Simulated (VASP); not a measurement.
# TiAl (P-6m2) in VASP: a series of runs, part 2 of 2

VASP 6.6.1. The steps go on from the part before.

## (3) Single point, PBE (strained)

Input file INCAR:

```
SYSTEM = TiAl
PREC = Accurate
ENCUT = 520
EDIFF = 1E-6
ISMEAR = 0
SIGMA = 0.1
LREAL = .FALSE.
LASPH = .TRUE.
NELM = 100
ALGO = Normal
ISIF = 2
LWAVE = .FALSE.
LCHARG = .TRUE.
GGA = PE
LELF = .TRUE.
LVHAR = .TRUE.
NBANDS = 14
```

Input file KPOINTS:

```
Automatic mesh
0
G
  18 18 10
  0 0 0
```

Input file POSCAR:

```
TiAl
1.0
    2.8000822786      0.0000000000      0.0000000000
   -1.4000411392      2.4249423859      0.0000000000
    0.0000000000      0.0000000000      4.6386467603
Ti Al
1 1
Direct
    0.0000000000      0.0000000000      0.0000000000
    0.3333333300      0.6666666700      0.5000000000
```

Potentials or basis: VASP PAW PBE potentials, release 64 (Ti_sv, Al).

Run with:

```console
$ cat potpaw_PBE.64/Ti_sv/POTCAR potpaw_PBE.64/Al/POTCAR > POTCAR
$ mpirun -np 1 vasp_std > vasp.out
```

OUTCAR:

```text
SYSTEM = TiAl
   PREC = Accurate
   ENCUT = 520
   EDIFF = 1E-6
   ISMEAR = 0
   LREAL = .FALSE.
   LASPH = .TRUE.
   NELM = 100
   ISIF = 2
   GGA = PE

 ion  position               nearest neighbor table
   1  0.000  0.000  0.000-   2 2.83   2 2.83   2 2.83   2 2.83   2 2.83   2 2.83
   2  0.333  0.667  0.500-   1 2.83   1 2.83   1 2.83   1 2.83   1 2.83   1 2.83

  LATTYP: Found a hexagonal cell.
 ALAT       =     2.8000822786
 C/A-ratio  =     1.6566108774

  Lattice vectors:

 A1 = (   2.8000822786,   0.0000000000,   0.0000000000)
 A2 = (  -1.4000411392,   2.4249423859,   0.0000000000)
 A3 = (   0.0000000000,   0.0000000000,   4.6386467603)

Analysis of symmetry for initial positions (statically):
=====================================================================
 Subroutine PRICEL returns:
 Original cell was already a primitive cell.

 Routine SETGRP: Setting up the symmetry group for a
 hexagonal supercell.

 Subroutine GETGRP returns: Found 12 space group operations
 (whereof 12 operations were pure point group operations)
 out of a pool of 24 trial point group operations.

The static configuration has the point symmetry D_3h.

Analysis of symmetry for dynamics (positions and initial velocities):
=====================================================================
 Subroutine PRICEL returns:
 Original cell was already a primitive cell.

 Routine SETGRP: Setting up the symmetry group for a
 hexagonal supercell.

 Subroutine GETGRP returns: Found 12 space group operations
 (whereof 12 operations were pure point group operations)
 out of a pool of 24 trial point group operations.

The dynamic configuration has the point symmetry D_3h.

 Subroutine INISYM returns: Found 12 space group operations
 (whereof 12 operations are pure point group operations),
 and found     1 'primitive' translations

----------------------------------------------------------------------------------------

                                     Primitive cell

  volume of cell :      31.4966

  direct lattice vectors                    reciprocal lattice vectors
     2.800082279  0.000000000  0.000000000     0.357132363  0.206190466  0.000000000
    -1.400041139  2.424942386  0.000000000     0.000000000  0.412380932  0.000000000
     0.000000000  0.000000000  4.638646760     0.000000000  0.000000000  0.215580115

  length of vectors
     2.800082279  2.800082279  4.638646760     0.412380932  0.412380932  0.215580115

  position of ions in fractional coordinates (direct lattice)
     0.000000000  0.000000000  0.000000000
     0.333333330  0.666666670  0.500000000

  ion indices of the primitive-cell ions
   primitive index   ion index
                 1           1
                 2           2

----------------------------------------------------------------------------------------

 KPOINTS: Automatic mesh

Automatic generation of k-mesh.
 Grid dimensions read from file:
 generate k-points for:   18   18   10

 Generating k-lattice:

  Cartesian coordinates                     Fractional coordinates (reciprocal lattice)
     0.019840687  0.011455026  0.000000000     0.055555556  0.000000000  0.000000000
[... 42 lines left out ...]
   number of dos      NEDOS =    301   number of ions     NIONS =      2
   total plane-waves  NPLWV =  20736
   dimension x,y,z NGX =    24 NGY =   24 NGZ =   36
   dimension x,y,z NGXF=    48 NGYF=   48 NGZF=   72
   ions per type =               1   1
   NGX,Y,Z   is equivalent  to a cutoff of  14.25, 14.25, 12.90 a.u.
   NGXF,Y,Z  is equivalent  to a cutoff of  28.50, 28.50, 25.80 a.u.
 SYSTEM =  TiAl
   PREC   = accura    normal or accurate (medium, high low for compatibility)
   ISTART =      0    job   : 0-new  1-cont  2-samecut
   ICHARG =      2    charge: 1-file 2-atom 10-const
   ISPIN  =      1    spin polarized calculation?
   LNONCOLLINEAR =      F non collinear calculations
   LSORBIT =      F    spin-orbit coupling
   LASPH  =      T    aspherical Exc in radial PAW
   ENCUT  =  520.0 eV  38.22 Ry    6.18 a.u.   5.21  5.21  8.62*2*pi/ulx,y,z
   NELM   =    100;   NELMIN=  2; NELMDL= -5     # of ELM steps
   EDIFF  = 0.1E-05   stopping-criterion for ELM
   LREAL  =      F    real-space projection
   EDIFFG = 0.1E-04   stopping-criterion for IOM
   NSW    =      0    number of steps for IOM
   IBRION =     -1    ionic relax: 0-MD 1-quasi-New 2-CG
   NFREE  =      0    steps in history (QN), initial steepest desc. (CG)
   ISIF   =      2    stress and relaxation
   ISYM   =      2    0-nonsym 1-usesym 2-fastsym
   POTIM  = 0.5000    time-step for ionic-motion
   TEBEG  =    0.0;   TEEND  =   0.0 temperature during run
   PSTRESS=    0.0 pullay stress
   NELECT =      15.0000    total number of electrons
   NUPDOWN=      -1.0000    fix difference up-down
   EMIN   =  10.00;   EMAX   =-10.00  energy-range for DOS
   EFERMI =   0.00;   METHOD = LEGACY
   ISMEAR =     0;   SIGMA  =   0.10  broadening in eV -4-tet -1-fermi 0-gaus
   EFERMI_NEDOS =   21; number of points for ismear=-14 and -15
   IALGO  =     38    algorithm
   IMIX   =      4    mixing-type and parameters
     AMIX     =   0.40;   BMIX     =  1.00
     AMIX_MAG =   1.60;   BMIX_MAG =  1.00
  volume/ion in A,a.u.               =      15.75       106.27
  Fermi-wavevector in a.u.,A,eV,Ry     =   1.278451  2.415922 22.237864  1.634437
  Thomas-Fermi vector in A             =   2.410993
   LORBIT       =      0    0 simple, 1 ext, 2 COOP (PROOUT), +10 PAW based schemes
   GGA     = PE    functional components
   LHFCALC =     F    Hartree Fock is set to
   AEXX    =    0.0000 exact exchange contribution
   IVDW    =     0    specifies the selected vdW correction
   LEPSILON=     F    determine dielectric tensor
   LRPA    =     F    only Hartree local field effects (RPA)
 non-spin polarized calculation
 Gauss-broadening in eV      SIGMA  =   0.10
  energy-cutoff  :      520.00
  volume of cell :       31.50
 maximum number of plane-waves:       861
 NGX is ok and might be reduce to    24
   NGX = 11   NGY = 11   NGZ = 17

 number of electron      15.0000003 magnetization

 Free energy of the ion-electron system (eV)
  ---------------------------------------------------
  ext. energy  EPLUGINS =         0.00000000
  ---------------------------------------------------
  free energy    TOTEN  =       -12.04783334 eV

  energy without entropy =      -12.03633704  energy(sigma->0) =      -12.04208519

 E-fermi :   8.4628     XC(G=0): -11.1689

 val. band max:        8.4609300104   @ k =   0.3333   0.3333   0.3000
 cond. band min:       8.4654568471   @ k =   0.2778   0.1111   0.5000
 fundamental gap:      0.0045268367
 Fermi energy:         8.4628146870

 k-point     1 :       0.0000    0.0000    0.0000
  band No.  band energies     occupation
      1     -47.9405      2.00000
      2     -24.2708      2.00000
      3     -23.7708      2.00000
      4     -23.7708      2.00000
      5      -0.7814      2.00000
      6       6.0401      2.00000
      7       6.4675      2.00000
      8       9.8187      0.00000
      9       9.8187      0.00000
     10      11.4665      0.00000
     11      11.4665      0.00000
     12      12.4454      0.00000
     13      21.9174      0.00000
     14      21.9174      0.00000
[... 377 lines left out ...]
      1     -47.8149      2.00000
      2     -24.4423      2.00000
      3     -24.1504      2.00000
      4     -23.9829      2.00000
      5       4.1378      2.00000
      6       6.5151      2.00000
      7       6.9258      2.00000
      8       7.6191      2.00000
      9      10.1539      0.00000
     10      11.7302      0.00000
     11      12.7571      0.00000
     12      13.2247      0.00000
     13      14.2713      0.00000
     14      15.3960      0.00000

 [... further k-points ...]

------------------------ aborting loop because EDIFF is reached ----------------------------------------

  FORCE on cell =-STRESS in cart. coord.  units (eV):
  Direction    XX          YY          ZZ          XY          YZ          ZX
  --------------------------------------------------------------------------------------
  -------------------------------------------------------------------------------------
  Total        1.4952638      1.4952638      0.9062359      0.0000000      0.0000000      0.0000000
  in kB       76.0615004     76.0615004     46.0986618      0.0000000      0.0000000      0.0000000
  external PRESSURE =      66.0738875 kB  Pullay stress =       0.0000000 kB

 VOLUME and BASIS-vectors are now :
 -----------------------------------------------------------------------------
  energy-cutoff  :      520.00
  volume of cell :       31.50
      direct lattice vectors                 reciprocal lattice vectors
     2.800082279  0.000000000  0.000000000     0.357132363  0.206190466  0.000000000
    -1.400041139  2.424942386  0.000000000     0.000000000  0.412380932  0.000000000
     0.000000000  0.000000000  4.638646760     0.000000000  0.000000000  0.215580115

 POSITION                                       TOTAL-FORCE (eV/Angst)
 -----------------------------------------------------------------------------------
      0.00000      0.00000      0.00000        -0.000000      0.000000      0.000000
     -0.00000      1.61663      2.31932         0.000000     -0.000000      0.000000
 -----------------------------------------------------------------------------------
    total drift:                               -0.000000      0.000000      0.000000

  FREE ENERGIE OF THE ION-ELECTRON SYSTEM (eV)
  ---------------------------------------------------
  free  energy   TOTEN  =       -12.0478333414 eV

  energy  without entropy=      -12.0363370408  energy(sigma->0) =      -12.04208519
```

OSZICAR:

```text
N       E                     dE             d eps       ncg     rms          rms(c)
DAV:   1     0.997207717103E+02    0.99721E+02   -0.71526E+03  6234   0.109E+03
DAV:   2    -0.759825555241E+01   -0.10732E+03   -0.10302E+03  6450   0.299E+02
DAV:   3    -0.132670592956E+02   -0.56688E+01   -0.55154E+01  9418   0.656E+01
DAV:   4    -0.134272883118E+02   -0.16023E+00   -0.16003E+00  7008   0.991E+00
DAV:   5    -0.134329552883E+02   -0.56670E-02   -0.56666E-02  9358   0.177E+00    0.957E+00
DAV:   6    -0.123144979760E+02    0.11185E+01   -0.53277E+00  7078   0.291E+01    0.372E+00
DAV:   7    -0.120672664284E+02    0.24723E+00   -0.66103E-01  6888   0.944E+00    0.219E+00
DAV:   8    -0.120502127818E+02    0.17054E-01   -0.15327E-01  7134   0.453E+00    0.776E-01
DAV:   9    -0.120493377820E+02    0.87500E-03   -0.38075E-02  6964   0.282E+00    0.373E-01
DAV:  10    -0.120477945387E+02    0.15432E-02   -0.58029E-03  7150   0.988E-01    0.593E-02
DAV:  11    -0.120478461530E+02   -0.51614E-04   -0.53746E-04  8210   0.216E-01    0.516E-02
DAV:  12    -0.120478397577E+02    0.63953E-05   -0.23164E-05  7264   0.451E-02    0.314E-02
DAV:  13    -0.120478336295E+02    0.61282E-05   -0.11126E-05  7200   0.410E-02    0.825E-03
DAV:  14    -0.120478333414E+02    0.28817E-06   -0.62146E-07  4316   0.830E-03
   1 F= -.12047833E+02 E0= -.12042085E+02  d E =-.114963E-01
```

It took 30 s on 1 thread of Intel Xeon 6975P-C (Granite Rapids), shared host; peak memory 0.23 GiB.

Results:

```
Free energy : -12.0478 eV
Pressure    : 6.6 GPa
```

Stress tensor (GPa, compression positive):
```
7.61 0.00 0.00
0.00 7.61 0.00
0.00 0.00 4.61
```

Caveat: the cell differs from its parent crystal (strained).
